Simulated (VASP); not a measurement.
# Mo in VASP: single point with PBEsol

Aim: the single point of Mo with PBEsol.

Everything below comes from runs of VASP 6.6.1. Logs are shortened: lines on timing, memory, paths and dates and some standing lists are left out, and cuts for length are marked.

## Step 1: The cell of the first run

The cell holds a slab with vacuum, 13 atoms: a = 4.426 Å, b = 4.426 Å, c = 25.840 Å, α = 90.00°, β = 90.00°, γ = 120.00°.

## Step 2: Single point, PBEsol

INCAR reads:

```
PREC = Accurate ; ENCUT = 520
EDIFF = 1E-6 ; ISMEAR = 0
SIGMA = 0.1 ; LREAL = False
LASPH = True ; NELM = 60
ALGO = Normal ; ISIF = 2
LWAVE = False ; LCHARG = False
LDIPOL = True ; IDIPOL = 3
DIPOL = 0.5 0.5 0.500 ; GGA = PS
NBANDS = 103
```

KPOINTS reads:

```
regular mesh
0
Gamma
  9 9 1
```

POSCAR reads:

```
Mo
1.0
    4.4255081942      0.0000000000      0.0000000000
   -2.2127540971      3.8326025208      0.0000000000
    0.0000000000      0.0000000000     25.8402369282
Mo
13
Direct
    0.6666666667      0.3333333333      0.2902450167
    0.3333333333      0.6666666667      0.3252041806
    0.0000000000      0.0000000000      0.3601633445
    0.6666666667      0.3333333333      0.3951225084
    0.3333333333      0.6666666667      0.4300816722
    0.0000000000      0.0000000000      0.4650408361
    0.6666666667      0.3333333333      0.5000000000
    0.3333333333      0.6666666667      0.5349591639
    0.0000000000      0.0000000000      0.5699183278
    0.6666666667      0.3333333333      0.6048774916
    0.3333333333      0.6666666667      0.6398366555
    0.0000000000      0.0000000000      0.6747958194
    0.6666666667      0.3333333333      0.7097549833
```

Potentials or basis: VASP PAW PBE potentials, release 64 (Mo_sv).

Launch:

```sh
cat potpaw_PBE.64/Mo_sv/POTCAR > POTCAR
mpirun -np 1 vasp_std > vasp.out
```

OUTCAR:

```text
PREC = Accurate
   ENCUT = 520
   EDIFF = 1E-6
   ISMEAR = 0
   LREAL = False
   LASPH = True
   NELM = 60
   ISIF = 2
   GGA = PS

 ion  position               nearest neighbor table
   1  0.667  0.333  0.290-   2 2.71   2 2.71   2 2.71   4 2.71   3 3.13   3 3.13   3 3.13
   2  0.333  0.667  0.325-   5 2.71   1 2.71   1 2.71   3 2.71   3 2.71   3 2.71   1 2.71   4 3.13
                             4 3.13   4 3.13
   3  0.000  0.000  0.360-   6 2.71   4 2.71   2 2.71   4 2.71   2 2.71   4 2.71   2 2.71   5 3.13
                             5 3.13   5 3.13   1 3.13   1 3.13   1 3.13
   4  0.667  0.333  0.395-   5 2.71   5 2.71   7 2.71   5 2.71   3 2.71   3 2.71   3 2.71   1 2.71
                             6 3.13   6 3.13   6 3.13   2 3.13   2 3.13   2 3.13
   5  0.333  0.667  0.430-   4 2.71   4 2.71   2 2.71   4 2.71   6 2.71   6 2.71   6 2.71   8 2.71
                             3 3.13   3 3.13   3 3.13   7 3.13   7 3.13   7 3.13
   6  0.000  0.000  0.465-   3 2.71   7 2.71   5 2.71   7 2.71   5 2.71   7 2.71   5 2.71   9 2.71
                             4 3.13   4 3.13   4 3.13   8 3.13   8 3.13   8 3.13
   7  0.667  0.333  0.500-   4 2.71  10 2.71   8 2.71   8 2.71   6 2.71   6 2.71   6 2.71   8 2.71
                             5 3.13   9 3.13   5 3.13   9 3.13   9 3.13   5 3.13
   8  0.333  0.667  0.535-  11 2.71   7 2.71   9 2.71   7 2.71   9 2.71   9 2.71   7 2.71   5 2.71
                            10 3.13  10 3.13  10 3.13   6 3.13   6 3.13   6 3.13
   9  0.000  0.000  0.570-  10 2.71  12 2.71  10 2.71  10 2.71   8 2.71   8 2.71   8 2.71   6 2.71
                            11 3.13  11 3.13  11 3.13   7 3.13   7 3.13   7 3.13
  10  0.667  0.333  0.605-   9 2.71   7 2.71   9 2.71   9 2.71  11 2.71  11 2.71  11 2.71  13 2.71
                             8 3.13   8 3.13   8 3.13  12 3.13  12 3.13  12 3.13
  11  0.333  0.667  0.640-   8 2.71  10 2.71  10 2.71  12 2.71  12 2.71  12 2.71  10 2.71   9 3.13
                             9 3.13   9 3.13  13 3.13  13 3.13  13 3.13
  12  0.000  0.000  0.675-   9 2.71  13 2.71  11 2.71  13 2.71  11 2.71  13 2.71  11 2.71  10 3.13
                            10 3.13  10 3.13
  13  0.667  0.333  0.710-  12 2.71  12 2.71  12 2.71  10 2.71  11 3.13  11 3.13  11 3.13

  LATTYP: Found a hexagonal cell.
 ALAT       =     4.4255081942
 C/A-ratio  =     5.8389309870

  Lattice vectors:

 A1 = (   4.4255081942,   0.0000000000,   0.0000000000)
 A2 = (  -2.2127540971,   3.8326025208,   0.0000000000)
 A3 = (   0.0000000000,   0.0000000000,  25.8402369282)

Analysis of symmetry for initial positions (statically):
=====================================================================
 Subroutine PRICEL returns:
 Original cell was already a primitive cell.

 Routine SETGRP: Setting up the symmetry group for a
 hexagonal supercell.

 Subroutine GETGRP returns: Found 12 space group operations
 (whereof  6 operations were pure point group operations)
 out of a pool of 24 trial point group operations.

The static configuration has the point symmetry C_3v.
 The point group associated with its full space group is D_3d.

Analysis of symmetry for dynamics (positions and initial velocities):
=====================================================================
 Subroutine PRICEL returns:
 Original cell was already a primitive cell.

 Routine SETGRP: Setting up the symmetry group for a
 hexagonal supercell.

 Subroutine GETGRP returns: Found 12 space group operations
 (whereof  6 operations were pure point group operations)
 out of a pool of 24 trial point group operations.

The dynamic configuration has the point symmetry C_3v.
 The point group associated with its full space group is D_3d.

 Subroutine INISYM returns: Found 12 space group operations
 (whereof  6 operations are pure point group operations),
 and found     1 'primitive' translations

----------------------------------------------------------------------------------------

                                     Primitive cell

  volume of cell :     438.2818

  direct lattice vectors                    reciprocal lattice vectors
     4.425508194  0.000000000  0.000000000     0.225962750  0.130459654  0.000000000
    -2.212754097  3.832602521  0.000000000     0.000000000  0.260919309  0.000000000
     0.000000000  0.000000000 25.840236928     0.000000000  0.000000000  0.038699336

  length of vectors
     4.425508194  4.425508194 25.840236928     0.260919309  0.260919309  0.038699336

  position of ions in fractional coordinates (direct lattice)
     0.666666667  0.333333333  0.290245017
     0.333333333  0.666666667  0.325204181
     0.000000000  0.000000000  0.360163345
     0.666666667  0.333333333  0.395122508
     0.333333333  0.666666667  0.430081672
     0.000000000  0.000000000  0.465040836
     0.666666667  0.333333333  0.500000000
     0.333333333  0.666666667  0.534959164
     0.000000000  0.000000000  0.569918328
     0.666666667  0.333333333  0.604877492
[... 59 lines left out ...]
  0.333333  0.333333  0.000000      2.000000
   k-points           NKPTS =     12   k-points in BZ     NKDIM =     12   number of bands    NBANDS=    103
   number of dos      NEDOS =    301   number of ions     NIONS =     13
   total plane-waves  NPLWV = 248832
   dimension x,y,z NGX =    36 NGY =   36 NGZ =  192
   dimension x,y,z NGXF=    72 NGYF=   72 NGZF=  384
   ions per type =              13
   NGX,Y,Z   is equivalent  to a cutoff of  13.52, 13.52, 12.35 a.u.
   NGXF,Y,Z  is equivalent  to a cutoff of  27.05, 27.05, 24.71 a.u.
 SYSTEM =  unknown system
   PREC   = accura    normal or accurate (medium, high low for compatibility)
   ISTART =      0    job   : 0-new  1-cont  2-samecut
   ICHARG =      2    charge: 1-file 2-atom 10-const
   ISPIN  =      1    spin polarized calculation?
   LNONCOLLINEAR =      F non collinear calculations
   LSORBIT =      F    spin-orbit coupling
   LASPH  =      T    aspherical Exc in radial PAW
   ENCUT  =  520.0 eV  38.22 Ry    6.18 a.u.   8.23  8.23 48.05*2*pi/ulx,y,z
   NELM   =     60;   NELMIN=  2; NELMDL= -5     # of ELM steps
   EDIFF  = 0.1E-05   stopping-criterion for ELM
   LREAL  =      F    real-space projection
   EDIFFG = 0.1E-04   stopping-criterion for IOM
   NSW    =      0    number of steps for IOM
   IBRION =     -1    ionic relax: 0-MD 1-quasi-New 2-CG
   NFREE  =      0    steps in history (QN), initial steepest desc. (CG)
   ISIF   =      2    stress and relaxation
   ISYM   =      2    0-nonsym 1-usesym 2-fastsym
   POTIM  = 0.5000    time-step for ionic-motion
   TEBEG  =    0.0;   TEEND  =   0.0 temperature during run
   PSTRESS=    0.0 pullay stress
   NELECT =     182.0000    total number of electrons
   NUPDOWN=      -1.0000    fix difference up-down
   EMIN   =  10.00;   EMAX   =-10.00  energy-range for DOS
   EFERMI =   0.00;   METHOD = LEGACY
   ISMEAR =     0;   SIGMA  =   0.10  broadening in eV -4-tet -1-fermi 0-gaus
   EFERMI_NEDOS =   21; number of points for ismear=-14 and -15
   IALGO  =     38    algorithm
   IMIX   =      4    mixing-type and parameters
     AMIX     =   0.40;   BMIX     =  1.00
     AMIX_MAG =   1.60;   BMIX_MAG =  1.00
  volume/ion in A,a.u.               =      33.71       227.51
  Fermi-wavevector in a.u.,A,eV,Ry     =   1.221371  2.308056 20.296441  1.491746
  Thomas-Fermi vector in A             =   2.356555
   LORBIT       =      0    0 simple, 1 ext, 2 COOP (PROOUT), +10 PAW based schemes
   GGA     = PS    functional components
   LHFCALC =     F    Hartree Fock is set to
   AEXX    =    0.0000 exact exchange contribution
   IVDW    =     0    specifies the selected vdW correction
   LEPSILON=     F    determine dielectric tensor
   LRPA    =     F    only Hartree local field effects (RPA)
 non-spin polarized calculation
 Gauss-broadening in eV      SIGMA  =   0.10
  energy-cutoff  :      520.00
  volume of cell :      438.28
 maximum number of plane-waves:     11826
 NGX is ok and might be reduce to    36
   NGX = 17   NGY = 17   NGZ = 97

 dipolmoment           0.000000      0.000000     -0.000000 electrons x Angstroem

 number of electron     182.0000022 magnetization

 dipolmoment           0.000000      0.000000      0.000000 electrons x Angstroem

 Free energy of the ion-electron system (eV)
  ---------------------------------------------------
  ext. energy  EPLUGINS =         0.00000000
  ---------------------------------------------------
  free energy    TOTEN  =      -145.33634488 eV

  energy without entropy =     -145.28229322  energy(sigma->0) =     -145.30931905

 E-fermi :   3.8008     XC(G=0):  -7.1548

 val. band max:        3.7888613004   @ k =   0.3333  -0.0000   0.0000
 cond. band min:       3.8144623899   @ k =   0.4444   0.1111   0.0000
 fundamental gap:      0.0256010895
 Fermi energy:         3.8008326130

 k-point     1 :       0.0000    0.0000    0.0000
  band No.  band energies     occupation
      1     -57.3788      2.00000
      2     -57.3215      2.00000
      3     -57.2092      2.00000
      4     -57.1679      2.00000
      5     -57.1303      2.00000
      6     -57.0480      2.00000
[... 1261 lines left out ...]
    102       4.6630      0.00000
    103       4.8094      0.00000

------------------------ aborting loop because EDIFF is reached ----------------------------------------

 vacuum level on the upper side and lower side of the slab       (xc-potential included)        -0.164        -0.164

  FORCE on cell =-STRESS in cart. coord.  units (eV):
  Direction    XX          YY          ZZ          XY          YZ          ZX
  --------------------------------------------------------------------------------------
  -------------------------------------------------------------------------------------
  Total      -12.8200513    -12.8200513    -10.0340523     -0.0000000      0.0000000      0.0000000
  in kB      -46.8648170    -46.8648170    -36.6803541     -0.0000000      0.0000000      0.0000000
  external PRESSURE =     -43.4699960 kB  Pullay stress =       0.0000000 kB

 VOLUME and BASIS-vectors are now :
 -----------------------------------------------------------------------------
  energy-cutoff  :      520.00
  volume of cell :      438.28
      direct lattice vectors                 reciprocal lattice vectors
     4.425508194  0.000000000  0.000000000     0.225962750  0.130459654  0.000000000
    -2.212754097  3.832602521  0.000000000     0.000000000  0.260919309  0.000000000
     0.000000000  0.000000000 25.840236928     0.000000000  0.000000000  0.038699336

 POSITION                                       TOTAL-FORCE (eV/Angst)
 -----------------------------------------------------------------------------------
      2.21275      1.27753      7.50000         0.000000      0.000000      2.251175
     -0.00000      2.55507      8.40335         0.000000      0.000000      0.000781
      0.00000      0.00000      9.30671         0.000000     -0.000000     -1.052998
      2.21275      1.27753     10.21006         0.000000      0.000000     -0.915265
     -0.00000      2.55507     11.11341        -0.000000      0.000000     -0.471702
      0.00000      0.00000     12.01677        -0.000000      0.000000     -0.097171
      2.21275      1.27753     12.92012        -0.000000      0.000000      0.000000
     -0.00000      2.55507     13.82347         0.000000     -0.000000      0.097171
      0.00000      0.00000     14.72682         0.000000      0.000000      0.471702
      2.21275      1.27753     15.63018        -0.000000     -0.000000      0.915265
     -0.00000      2.55507     16.53353        -0.000000      0.000000      1.052998
      0.00000      0.00000     17.43688        -0.000000     -0.000000     -0.000781
      2.21275      1.27753     18.34024        -0.000000     -0.000000     -2.251175
 -----------------------------------------------------------------------------------
    total drift:                               -0.000000      0.000000     -0.000001

  FREE ENERGIE OF THE ION-ELECTRON SYSTEM (eV)
  ---------------------------------------------------
  free  energy   TOTEN  =      -145.3363448841 eV

  energy  without entropy=     -145.2822932190  energy(sigma->0) =     -145.30931905

 vacuum level on the upper side and lower side of the slab         7.382         7.382
```

It took 49 min on 1 thread of Intel Xeon 8259CL, shared host; peak memory 0.72 GiB.

What came out:

```
Free energy            : -145.3363 eV
Largest force          : 2.251 eV/Å
Band gap on the k mesh : zero (bands 91 and 92 overlap by 0.07 eV)
```

Forces in eV/Å, atoms in the order of the input:
```
Mo   0.000  0.000  2.251
Mo   0.000  0.000  0.001
Mo   0.000  0.000 -1.053
Mo   0.000  0.000 -0.915
Mo   0.000  0.000 -0.472
Mo   0.000  0.000 -0.097
Mo   0.000  0.000  0.000
Mo   0.000  0.000  0.097
Mo   0.000  0.000  0.472
Mo   0.000  0.000  0.915
Mo   0.000  0.000  1.053
Mo   0.000  0.000 -0.001
Mo   0.000  0.000 -2.251
```

Levels at points of the mesh, in eV from the Fermi level:
```csv
k point,band 89,band 90,band 91,band 92,band 93,band 94
"(0.00, 0.00, 0.00)",-1.22,-0.99,-0.59,0.04,0.70,1.21
```

Caveat: the PAW data sets were made with another functional, which shifts forces and pressure a little.

The gap in the log of VASP goes by the Fermi energy; the results here count the filled bands.